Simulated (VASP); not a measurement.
BaTaH5: relaxation of cell and atoms with PBE

Crystal: BaTaH5.

```
CELL_PARAMETERS angstrom
3.36094 0.00000 0.00000
0.00000 3.36094 0.00000
0.00000 0.00000 6.95829
ATOMIC_POSITIONS crystal
Ba 0.00000 0.00000 0.00000
Ta 0.00000 0.00000 0.50000
H 0.50000 0.50000 0.00000
H 0.50000 0.00000 0.65920
H 0.00000 0.50000 0.65920
H 0.50000 0.00000 0.34080
H 0.00000 0.50000 0.34080
```

The cell was built from a structure type or drawn by symmetry, and may not be a known phase.

```yaml
Program: VASP 6.6.1
Task: relaxation of cell and atoms
Functional: PBE
Potentials_or_basis: VASP PAW PBE potentials, release 64 (Ba_sv, Ta_pv, H)
Cutoff: 600 eV
k_mesh: 12 × 12 × 6
Occupations: gaussian, width 0.1 eV
Spin: no spin polarisation
Dipole_correction: no
Further_INCAR_settings: ALGO = Normal; EDIFF = 1e-06; IBRION = 2; EDIFFG = -0.01; NSW = 100; ISIF = 3
```

```
Relaxed volume                        : 11.41 Å³/atom
Relaxed cell                          : a = 3.389 Å, b = 3.389 Å, c = 6.957 Å, α = 90.00°, β = 90.00°, γ = 90.00°
Space group after relaxing (to 0.1 Å) : P4/mmm (No. 123)
Energy gained by relaxing             : 1.0 meV/atom
Ionic steps                           : 8
Pressure after relaxing               : 0.0 GPa
Band gap on the k mesh                : zero (bands 13 and 14 overlap by 1.16 eV)
```

The path:
```
step  energy change (eV)  largest force (eV/Å)  pressure (GPa)  volume (Å³)
   1              0.0000                0.0197            1.06        78.60
   2             -0.0049                0.0467            0.19        79.45
   3             -0.0052                0.0574           -0.16        79.80
   4             -0.0053                0.0564           -0.14        79.77
   5             -0.0060                0.0401           -0.07        79.75
   6             -0.0064                0.0117            0.06        79.72
   7             -0.0066                0.0064            0.04        79.79
   8             -0.0067                0.0014            0.01        79.90
```

Final structure:
```yaml
crystal:
  lattice:
    - [3.38898, 0.00000, 0.00000]
    - [0.00000, 3.38898, 0.00000]
    - [0.00000, 0.00000, 6.95698]
  atoms:
    - { symbol: Ba, position: [0.00000, 0.00000, 0.00000] }
    - { symbol: Ta, position: [0.00000, 0.00000, 0.50000] }
    - { symbol: H, position: [0.50000, 0.50000, 0.00000] }
    - { symbol: H, position: [0.50000, 0.00000, 0.65726] }
    - { symbol: H, position: [0.00000, 0.50000, 0.65726] }
    - { symbol: H, position: [0.50000, 0.00000, 0.34274] }
    - { symbol: H, position: [0.00000, 0.50000, 0.34274] }
```

Levels at points of the mesh, in eV from the Fermi level:
```csv
k point,band 10,band 11,band 12,band 13,band 14,band 15,band 16,band 17
"(0.00, 0.00, 0.00)",-4.19,-4.17,-1.30,0.46,0.58,0.93,0.93,2.48
"(0.50, 0.00, 0.00)",-4.42,-2.09,-0.99,-0.81,0.94,1.17,1.26,1.69
"(0.50, 0.50, 0.00)",-4.69,-3.49,-3.49,-1.79,-0.70,2.85,2.85,3.12
"(0.00, 0.00, 0.50)",-4.96,-3.76,-0.42,-0.37,1.06,1.06,1.85,2.48
"(0.50, 0.00, 0.50)",-4.81,-2.88,-1.01,0.13,0.95,1.32,1.36,1.68
"(0.50, 0.50, 0.50)",-4.39,-3.84,-3.84,-1.88,0.48,2.92,3.03,3.03
```

Run time: 5.9 min on 1 thread of AMD EPYC 9R45 96-Core Processor (Zen 5), with other jobs on the host, peak memory 0.35 GiB.

Caveat: spin-orbit coupling is left out, which moves the levels of the heavy elements.
